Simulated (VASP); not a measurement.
Set up this calculation in VASP 6.6.1, as the native input.

| Item | Value |
| --- | --- |
| Task | single point |
| Functional | r2SCAN |
| Potentials or basis | VASP PAW PBE potentials, release 64 (Ti_sv, O) |
| Cutoff | 520 eV |
| k mesh | 6 × 6 × 8 |
| Occupations | gaussian, width 0.01 eV |
| Spin | no spin polarisation |
| Dipole correction | no |
| Further INCAR settings | ALGO = Normal; EDIFF = 1e-06; NBANDS = 33 |

TiO2:

```
CELL_PARAMETERS angstrom
4.55088 0.00000 0.00000
0.00000 4.55088 0.00000
0.00000 0.00000 2.97348
ATOMIC_POSITIONS crystal
Ti 0.00000 0.00000 0.00000
Ti 0.50000 0.50000 0.50000
O 0.30425 0.30425 0.00000
O 0.19575 0.80425 0.50000
O 0.80425 0.19575 0.50000
O 0.69575 0.69575 0.00000
```

This cell differs from its parent crystal: epitaxial xy strain -1.0%.

These files were run (other wordings do the same):

POSCAR

```
TiO2
1.0
    4.5508849591      0.0000000000      0.0000000000
    0.0000000000      4.5508849591      0.0000000000
    0.0000000000      0.0000000000      2.9734753986
Ti O
2 4
Direct
    0.0000000000      0.0000000000      0.0000000000
    0.5000000000      0.5000000000      0.5000000000
    0.3042491323      0.3042491323      0.0000000000
    0.1957508677      0.8042491323      0.5000000000
    0.8042491323      0.1957508677      0.5000000000
    0.6957508677      0.6957508677      0.0000000000
```

INCAR.step1

```
PREC     = Accurate       # precision mode
ENCUT    = 520            # plane-wave cutoff, eV
ISMEAR   = 0              # smearing method
SIGMA    = 0.01           # smearing width, eV
LREAL    = False          # projectors in reciprocal space
LASPH    = True           # aspherical terms in the spheres
NELM     = 80             # most SCF steps
NBANDS   = 33             # bands
GGA      = PE             # functional
ALGO     = Normal         # electronic algorithm
EDIFF    = 1E-4           # SCF threshold, eV
LWAVE    = True           # write WAVECAR
LCHARG   = False          # write CHGCAR
```

INCAR.step2

```
PREC     = Accurate       # precision mode
ENCUT    = 520            # plane-wave cutoff, eV
EDIFF    = 1E-6           # SCF threshold, eV
ISMEAR   = 0              # smearing method
SIGMA    = 0.01           # smearing width, eV
LREAL    = False          # projectors in reciprocal space
LASPH    = True           # aspherical terms in the spheres
NELM     = 80             # most SCF steps
ALGO     = Normal         # electronic algorithm
ISIF     = 2              # what is computed and relaxed
LWAVE    = False          # write WAVECAR
LCHARG   = True           # write CHGCAR
METAGGA  = R2SCAN         # meta-GGA
LMIXTAU  = True         
LELF     = True           # ELF
LVHAR    = True         
NBANDS   = 33             # bands
ISTART   = 1
```

KPOINTS

```
regular mesh
0
Gamma
  6 6 8
```

Potentials or basis: VASP PAW PBE potentials, release 64 (Ti_sv, O).

Launch:

```sh
$ cat potpaw_PBE.64/Ti_sv/POTCAR potpaw_PBE.64/O/POTCAR > POTCAR
$ cp INCAR.step1 INCAR
$ mpirun -np 1 vasp_std > vasp.out
$ cp INCAR.step2 INCAR
$ mpirun -np 1 vasp_std > vasp.out
```

It gave:

```
Pressure               : 4.0 GPa
Largest force          : 0.025 eV/Å
Band gap on the k mesh : 2.23 eV
```

Caveat: the cell differs from its parent crystal (epitaxial xy strain -1.0%); the cell stands under pressure; the structure was generated, so it needn't be the stable form of TiO2; the PAW data sets were made with another functional, which shifts forces and pressure a little.

Run time: 7.9 min on 1 thread of Intel Xeon 8259CL, with other jobs on the host, peak memory 0.23 GiB.
